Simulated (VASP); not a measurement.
# Na (P6_3/mmc) in VASP: a series of runs, part 3 of 3

VASP 6.6.1. Earlier steps stand in the parts before.

### 5 Single point, PBEsol (volume scaled by 0.98)

Input file INCAR:

```
SYSTEM = Na
ALGO = Normal ; EDIFF = 1E-6
ENCUT = 520 ; GGA = PS
ISIF = 2 ; ISMEAR = -1
LASPH = .TRUE. ; LCHARG = .TRUE.
LELF = .TRUE. ; LREAL = .FALSE.
LVHAR = .TRUE. ; LWAVE = .FALSE.
NBANDS = 22 ; NELM = 80
PREC = Accurate ; SIGMA = 0.05
```

Input file KPOINTS:

```
k-points
0
G
  8 8 3
  0 0 0
```

Input file POSCAR:

```
Na
1.0
    3.6755475868      0.0000000000      0.0000000000
   -1.8377737934      3.1831175830      0.0000000000
    0.0000000000      0.0000000000     12.4531759071
Na
4
Direct
    0.6666666667      0.3333333333      0.7500000000
    0.0000000000      0.0000000000      0.5000000000
    0.3333333333      0.6666666667      0.2500000000
    0.0000000000      0.0000000000      0.0000000000
```

Potentials or basis: VASP PAW PBE potentials, release 64 (Na_pv).

Started as:

```bash
cat potpaw_PBE.64/Na_pv/POTCAR > POTCAR
mpirun -np 1 vasp_std > vasp.out
```

OUTCAR:

```text
SYSTEM = Na
   EDIFF = 1E-6
   ENCUT = 520
   GGA = PS
   ISIF = 2
   ISMEAR = -1
   LASPH = .TRUE.
   LREAL = .FALSE.
   NELM = 80
   PREC = Accurate

 ion  position               nearest neighbor table
   1  0.667  0.333  0.750-
   2  0.000  0.000  0.500-
   3  0.333  0.667  0.250-
   4  0.000  0.000  0.000-

  LATTYP: Found a hexagonal cell.
 ALAT       =     3.6755475868
 C/A-ratio  =     3.3881144545

  Lattice vectors:

 A1 = (   3.6755475868,   0.0000000000,   0.0000000000)
 A2 = (  -1.8377737934,   3.1831175830,   0.0000000000)
 A3 = (   0.0000000000,   0.0000000000,  12.4531759071)

Analysis of symmetry for initial positions (statically):
=====================================================================
 Subroutine PRICEL returns:
 Original cell was already a primitive cell.

 Routine SETGRP: Setting up the symmetry group for a
 hexagonal supercell.

 Subroutine GETGRP returns: Found 24 space group operations
 (whereof 12 operations were pure point group operations)
 out of a pool of 24 trial point group operations.

The static configuration has the point symmetry D_3d.
 The point group associated with its full space group is D_6h.

Analysis of symmetry for dynamics (positions and initial velocities):
=====================================================================
 Subroutine PRICEL returns:
 Original cell was already a primitive cell.

 Routine SETGRP: Setting up the symmetry group for a
 hexagonal supercell.

 Subroutine GETGRP returns: Found 24 space group operations
 (whereof 12 operations were pure point group operations)
 out of a pool of 24 trial point group operations.

The dynamic configuration has the point symmetry D_3d.
 The point group associated with its full space group is D_6h.

 Subroutine INISYM returns: Found 24 space group operations
 (whereof 12 operations are pure point group operations),
 and found     1 'primitive' translations

----------------------------------------------------------------------------------------

                                     Primitive cell

  volume of cell :     145.6984

  direct lattice vectors                    reciprocal lattice vectors
     3.675547587  0.000000000  0.000000000     0.272068304  0.157078709  0.000000000
    -1.837773793  3.183117583  0.000000000     0.000000000  0.314157418  0.000000000
     0.000000000  0.000000000 12.453175907     0.000000000  0.000000000  0.080300801

  length of vectors
     3.675547587  3.675547587 12.453175907     0.314157418  0.314157418  0.080300801

  position of ions in fractional coordinates (direct lattice)
     0.666666667  0.333333333  0.750000000
     0.000000000  0.000000000  0.500000000
     0.333333333  0.666666667  0.250000000
     0.000000000  0.000000000  0.000000000

  ion indices of the primitive-cell ions
   primitive index   ion index
                 1           1
                 2           2
                 3           3
                 4           4

----------------------------------------------------------------------------------------

 KPOINTS: k-points

Automatic generation of k-mesh.
 Grid dimensions read from file:
 generate k-points for:    8    8    3

 Generating k-lattice:

  Cartesian coordinates                     Fractional coordinates (reciprocal lattice)
     0.034008538  0.019634839  0.000000000     0.125000000  0.000000000  0.000000000
     0.000000000  0.039269677  0.000000000     0.000000000  0.125000000  0.000000000
     0.000000000  0.000000000  0.026766934     0.000000000  0.000000000  0.333333333

  Length of vectors
     0.039269677  0.039269677  0.026766934

  Shift w.r.t. Gamma in fractional coordinates (k-lattice)
     0.000000000  0.000000000  0.000000000

 Subroutine IBZKPT returns following result:
 ===========================================

 Found     20 irreducible k-points:

 Following reciprocal coordinates:
            Coordinates               Weight
  0.000000  0.000000  0.000000      1.000000
  0.125000  0.000000  0.000000      6.000000
  0.250000  0.000000  0.000000      6.000000
  0.375000  0.000000  0.000000      6.000000
  0.500000  0.000000  0.000000      3.000000
  0.125000  0.125000  0.000000      6.000000
[... 12 lines left out ...]
  0.250000  0.250000  0.333333     12.000000
  0.375000  0.250000  0.333333     12.000000
   k-points           NKPTS =     20   k-points in BZ     NKDIM =     20   number of bands    NBANDS=     22
   number of dos      NEDOS =    301   number of ions     NIONS =      4
   total plane-waves  NPLWV =  75264
   dimension x,y,z NGX =    28 NGY =   28 NGZ =   96
   dimension x,y,z NGXF=    56 NGYF=   56 NGZF=  192
   ions per type =               4
   NGX,Y,Z   is equivalent  to a cutoff of  12.66, 12.66, 12.82 a.u.
   NGXF,Y,Z  is equivalent  to a cutoff of  25.33, 25.33, 25.63 a.u.
 SYSTEM =  Na
   PREC   = accura    normal or accurate (medium, high low for compatibility)
   ISTART =      0    job   : 0-new  1-cont  2-samecut
   ICHARG =      2    charge: 1-file 2-atom 10-const
   ISPIN  =      1    spin polarized calculation?
   LNONCOLLINEAR =      F non collinear calculations
   LSORBIT =      F    spin-orbit coupling
   LASPH  =      T    aspherical Exc in radial PAW
   ENCUT  =  520.0 eV  38.22 Ry    6.18 a.u.   6.83  6.83 23.15*2*pi/ulx,y,z
   NELM   =     80;   NELMIN=  2; NELMDL= -5     # of ELM steps
   EDIFF  = 0.1E-05   stopping-criterion for ELM
   LREAL  =      F    real-space projection
   EDIFFG = 0.1E-04   stopping-criterion for IOM
   NSW    =      0    number of steps for IOM
   IBRION =     -1    ionic relax: 0-MD 1-quasi-New 2-CG
   NFREE  =      0    steps in history (QN), initial steepest desc. (CG)
   ISIF   =      2    stress and relaxation
   ISYM   =      2    0-nonsym 1-usesym 2-fastsym
   POTIM  = 0.5000    time-step for ionic-motion
   TEBEG  =    0.0;   TEEND  =   0.0 temperature during run
   PSTRESS=    0.0 pullay stress
   NELECT =      28.0000    total number of electrons
   NUPDOWN=      -1.0000    fix difference up-down
   EMIN   =  10.00;   EMAX   =-10.00  energy-range for DOS
   EFERMI =   0.00;   METHOD = LEGACY
   ISMEAR =    -1;   SIGMA  =   0.05  broadening in eV -4-tet -1-fermi 0-gaus
   EFERMI_NEDOS =   21; number of points for ismear=-14 and -15
   IALGO  =     38    algorithm
   IMIX   =      4    mixing-type and parameters
     AMIX     =   0.40;   BMIX     =  1.00
     AMIX_MAG =   1.60;   BMIX_MAG =  1.00
  volume/ion in A,a.u.               =      36.42       245.81
  Fermi-wavevector in a.u.,A,eV,Ry     =   0.944733  1.785287 12.143486  0.892521
  Thomas-Fermi vector in A             =   2.072567
   LORBIT       =      0    0 simple, 1 ext, 2 COOP (PROOUT), +10 PAW based schemes
   GGA     = PS    functional components
   LHFCALC =     F    Hartree Fock is set to
   AEXX    =    0.0000 exact exchange contribution
   IVDW    =     0    specifies the selected vdW correction
   LEPSILON=     F    determine dielectric tensor
   LRPA    =     F    only Hartree local field effects (RPA)
 non-spin polarized calculation
  energy-cutoff  :      520.00
  volume of cell :      145.70
 maximum number of plane-waves:      3952
 NGX is ok and might be reduce to    28
   NGX = 13   NGY = 13   NGZ = 47

 number of electron      28.0000031 magnetization

 Free energy of the ion-electron system (eV)
  ---------------------------------------------------
  ext. energy  EPLUGINS =         0.00000000
  ---------------------------------------------------
  free energy    TOTEN  =        -5.58647620 eV

  energy without entropy =       -5.56854521  energy(sigma->0) =       -5.57751071

 E-fermi :   0.3438     XC(G=0):  -6.5472

 val. band max:        0.2613200343   @ k =   0.2500   0.2500   0.3333
 cond. band min:       0.3918305182   @ k =   0.2500   0.1250   0.3333
 fundamental gap:      0.1305104839
 Fermi energy:         0.3437757578

 k-point     1 :       0.0000    0.0000    0.0000
  band No.  band energies     occupation
      1     -24.4474      2.00000
      2     -24.4305      2.00000
      3     -24.4302      2.00000
      4     -24.4175      2.00000
      5     -24.4175      2.00000
      6     -24.4155      2.00000
[... 474 lines left out ...]
      6     -24.4358      2.00000
[... 14 lines left out ...]
     21       4.1610      0.00000
     22       4.2986      0.00000

------------------------ aborting loop because EDIFF is reached ----------------------------------------

  FORCE on cell =-STRESS in cart. coord.  units (eV):
  Direction    XX          YY          ZZ          XY          YZ          ZX
  --------------------------------------------------------------------------------------
  -------------------------------------------------------------------------------------
  Total        0.3152255      0.3152255     -0.5924937      0.0000000     -0.0000000      0.0000000
  in kB        3.4663872      3.4663872     -6.5153762      0.0000000     -0.0000000      0.0000000
  external PRESSURE =       0.1391327 kB  Pullay stress =       0.0000000 kB

 VOLUME and BASIS-vectors are now :
 -----------------------------------------------------------------------------
  energy-cutoff  :      520.00
  volume of cell :      145.70
      direct lattice vectors                 reciprocal lattice vectors
     3.675547587  0.000000000  0.000000000     0.272068304  0.157078709  0.000000000
    -1.837773793  3.183117583  0.000000000     0.000000000  0.314157418  0.000000000
     0.000000000  0.000000000 12.453175907     0.000000000  0.000000000  0.080300801

 POSITION                                       TOTAL-FORCE (eV/Angst)
 -----------------------------------------------------------------------------------
      1.83777      1.06104      9.33988         0.000000     -0.000000      0.000000
      0.00000      0.00000      6.22659         0.000000      0.000000      0.000000
     -0.00000      2.12208      3.11329        -0.000000      0.000000     -0.000000
      0.00000      0.00000      0.00000         0.000000      0.000000      0.000000
 -----------------------------------------------------------------------------------
    total drift:                                0.000000     -0.000000      0.000000

  FREE ENERGIE OF THE ION-ELECTRON SYSTEM (eV)
  ---------------------------------------------------
  free  energy   TOTEN  =        -5.5864762013 eV

  energy  without entropy=       -5.5685452132  energy(sigma->0) =       -5.57751071
```

OSZICAR:

```text
N       E                     dE             d eps       ncg     rms          rms(c)
DAV:   1     0.241324619921E+03    0.24132E+03   -0.14864E+04   904   0.124E+03
DAV:   2     0.773826671580E+01   -0.23359E+03   -0.22938E+03   892   0.361E+02
DAV:   3    -0.535985892071E+01   -0.13098E+02   -0.12991E+02  1078   0.108E+02
DAV:   4    -0.559016899699E+01   -0.23031E+00   -0.23019E+00   964   0.145E+01
DAV:   5    -0.559562805331E+01   -0.54591E-02   -0.54590E-02  1086   0.242E+00    0.471E-01
DAV:   6    -0.558887063310E+01    0.67574E-02   -0.10583E-02  1042   0.137E+00    0.286E-01
DAV:   7    -0.558664479477E+01    0.22258E-02   -0.82932E-03  1060   0.106E+00    0.967E-02
DAV:   8    -0.558647539091E+01    0.16940E-03   -0.72382E-04  1060   0.429E-01    0.626E-03
DAV:   9    -0.558647627180E+01   -0.88089E-06   -0.13973E-05  1014   0.468E-02    0.261E-03
DAV:  10    -0.558647620134E+01    0.70459E-07   -0.62308E-07   626   0.126E-02
   1 F= -.55864762E+01 E0= -.55775107E+01  d E =-.179310E-01
```

Wall time 74 s (1 thread of AMD EPYC 7R13, shared host); peak memory 0.23 GiB.

Results:

```yaml
Free_energy: -5.5865 eV
Pressure: 0.0 GPa
Band_gap_on_the_k_mesh: zero (band 14 reaches 1.51 eV, above the bottom of band 15 at -1.97 eV)
```

Caveat: the cell differs from its parent crystal (volume scaled by 0.98); the PAW data sets were made with another functional, which shifts forces and pressure a little.

### 6 Single point, PBEsol

This run uses another cell than the first one, of 37.17 Å³/atom, 0.962 times its volume.

Input file INCAR:

```
PREC = Accurate
ENCUT = 520
EDIFF = 1E-6
ISMEAR = -1
SIGMA = 0.05
LREAL = False
LASPH = True
NELM = 80
ALGO = Fast
ISIF = 2
LWAVE = False
LCHARG = False
GGA = PS
NBANDS = 22
```

Input file KPOINTS:

```
regular mesh
0
Gamma
  8 8 3
```

Input file POSCAR:

```
Na
1.0
    3.7003831212      0.0000000000      0.0000000000
   -1.8501915606      3.2046257867      0.0000000000
    0.0000000000      0.0000000000     12.5373215400
Na
4
Direct
    0.6666666667      0.3333333333      0.7500000000
    0.0000000000      0.0000000000      0.5000000000
    0.3333333333      0.6666666667      0.2500000000
    0.0000000000      0.0000000000      0.0000000000
```

Potentials or basis: VASP PAW PBE potentials, release 64 (Na_pv).

Started as:

```bash
cat potpaw_PBE.64/Na_pv/POTCAR > POTCAR
mpirun -np 1 vasp_std > vasp.out
```

OUTCAR:

```text
PREC = Accurate
   ENCUT = 520
   EDIFF = 1E-6
   ISMEAR = -1
   LREAL = False
   LASPH = True
   NELM = 80
   ISIF = 2
   GGA = PS

 ion  position               nearest neighbor table
   1  0.667  0.333  0.750-
   2  0.000  0.000  0.500-
   3  0.333  0.667  0.250-
   4  0.000  0.000  0.000-

  LATTYP: Found a hexagonal cell.
[... 693 lines left out ...]

  FORCE on cell =-STRESS in cart. coord.  units (eV):
  Direction    XX          YY          ZZ          XY          YZ          ZX
  --------------------------------------------------------------------------------------
  -------------------------------------------------------------------------------------
  Total        0.1569503      0.1569503     -0.7339942      0.0000000      0.0000000      0.0000000
  in kB        1.6913907      1.6913907     -7.9099628      0.0000000      0.0000000      0.0000000
  external PRESSURE =      -1.5090605 kB  Pullay stress =       0.0000000 kB

 VOLUME and BASIS-vectors are now :
 -----------------------------------------------------------------------------
  energy-cutoff  :      520.00
  volume of cell :      148.67
      direct lattice vectors                 reciprocal lattice vectors
     3.700383121  0.000000000  0.000000000     0.270242288  0.156024458  0.000000000
    -1.850191561  3.204625787  0.000000000     0.000000000  0.312048915  0.000000000
     0.000000000  0.000000000 12.537321540     0.000000000  0.000000000  0.079761853

 POSITION                                       TOTAL-FORCE (eV/Angst)
 -----------------------------------------------------------------------------------
      1.85019      1.06821      9.40299        -0.000000      0.000000     -0.000000
      0.00000      0.00000      6.26866        -0.000000      0.000000     -0.000000
     -0.00000      2.13642      3.13433         0.000000     -0.000000      0.000000
      0.00000      0.00000      0.00000         0.000000      0.000000     -0.000000
 -----------------------------------------------------------------------------------
    total drift:                                0.000000     -0.000000      0.000000

  FREE ENERGIE OF THE ION-ELECTRON SYSTEM (eV)
  ---------------------------------------------------
  free  energy   TOTEN  =        -5.5852364378 eV

  energy  without entropy=       -5.5670891905  energy(sigma->0) =       -5.57616281
```

stdout:

```text
POSCAR found type information on POSCAR Na
 POSCAR found :  1 types and       4 ions
 scaLAPACK will be used
 -----------------------------------------------------------------------------
|                                                                             |
|                                                                             |
|     You enforced a specific xc type in the INCAR file but a different       |
|     I HOPE YOU KNOW WHAT YOU ARE DOING!                                     |
|                                                                             |
 -----------------------------------------------------------------------------

 LDA part: xc-table for (Slater+PW92), standard interpolation
 POSCAR, INCAR and KPOINTS ok, starting setup
 FFT: planning ... GRIDC
 FFT: planning ... GRID_SOFT
 FFT: planning ... GRID
 WAVECAR not read
 entering main loop
```

Wall time 1.7 min (1 thread of AMD EPYC 7R13, shared host); peak memory 0.23 GiB.

What came out:

```yaml
Free_energy: -5.5852 eV
Pressure: -0.2 GPa
Band_gap_on_the_k_mesh: zero (band 14 reaches 1.44 eV, above the bottom of band 15 at -1.99 eV)
```

Caveat: the PAW data sets were made with another functional, which shifts forces and pressure a little.

### 7 Overview

```csv
cell,k mesh,gap on the mesh (eV),pressure (GPa)
"a = 3.700, b = 3.700, c = 13.039 Å, angles 90.0, 90.0, 120.0°, 4 atoms",7 × 7 × 2,none,-0.4
"a = 3.625, b = 3.625, c = 12.281 Å, angles 90.0, 90.0, 120.0°, 4 atoms",8 × 8 × 3,none,0.4
"a = 3.650, b = 3.650, c = 12.368 Å, angles 90.0, 90.0, 120.0°, 4 atoms",8 × 8 × 3,none,0.2
"a = 3.676, b = 3.676, c = 12.453 Å, angles 90.0, 90.0, 120.0°, 4 atoms",8 × 8 × 3,none,0.0
"a = 3.700, b = 3.700, c = 12.537 Å, angles 90.0, 90.0, 120.0°, 4 atoms",8 × 8 × 3,none,-0.2
```

Alike in all rows: task single point; level PBEsol; potentials or basis VASP PAW PBE potentials, release 64 (Na_pv); no spin polarisation; cutoff (eV) 520; smearing fermi-dirac 0.05 eV.

Caveats: the PAW data sets were made with another functional, which shifts forces and pressure a little.

Total energies depend on the potentials used, so only differences within one code and one set of settings carry meaning.
